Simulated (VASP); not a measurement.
Write the native input for VASP 6.6.1 that does the following.

* Task: single point
* Functional: PBEsol
* Potentials or basis: VASP PAW PBE potentials, release 64 (W_sv)
* Cutoff: 520 eV
* k mesh: 20 × 20 × 20
* Occupations: gaussian, width 0.15 eV
* Spin: no spin polarisation
* Dipole correction: no
* Further INCAR settings: ALGO = Normal; EDIFF = 1e-06; NBANDS = 13

The structure of W lies in POSCAR:

```
W
1.0
   -1.5334080000      1.5334080000      1.5334080000
    1.5334080000     -1.5334080000      1.5334080000
    1.5334080000      1.5334080000     -1.5334080000
W
1
Direct
    0.0000000000      0.0000000000      0.0000000000
```

This cell differs from its parent crystal: strain -0.040 along x and y, -0.040 along z.

One way to write it, as run:

INCAR

```
PREC = Accurate
ENCUT = 520
EDIFF = 1E-6
ISMEAR = 0
SIGMA = 0.15
LREAL = F
LASPH = T
NELM = 100
ALGO = Normal
ISIF = 2
LWAVE = F
LCHARG = F
GGA = PS
NBANDS = 13
```

KPOINTS

```
regular mesh
0
Gamma
  20 20 20
```

Potentials or basis: VASP PAW PBE potentials, release 64 (W_sv).

Launch:

```console
$ cat potpaw_PBE.64/W_sv/POTCAR > POTCAR
$ mpirun -np 1 vasp_std > vasp.out
```

It gave:

The pressure is 33.6 GPa and the band gap on the k mesh is zero (band 7 reaches 18.59 eV, above the bottom of band 8 at 11.28 eV).

Caveat: the cell differs from its parent crystal (strain -0.040 along x and y, -0.040 along z); the PAW data sets were made with another functional, which shifts forces and pressure a little; spin-orbit coupling is left out, which moves the levels of the heavy elements.

It took 22 s on 1 thread of AMD EPYC 7R13 Processor (Zen 3) (shared host), peak memory 0.13 GiB.
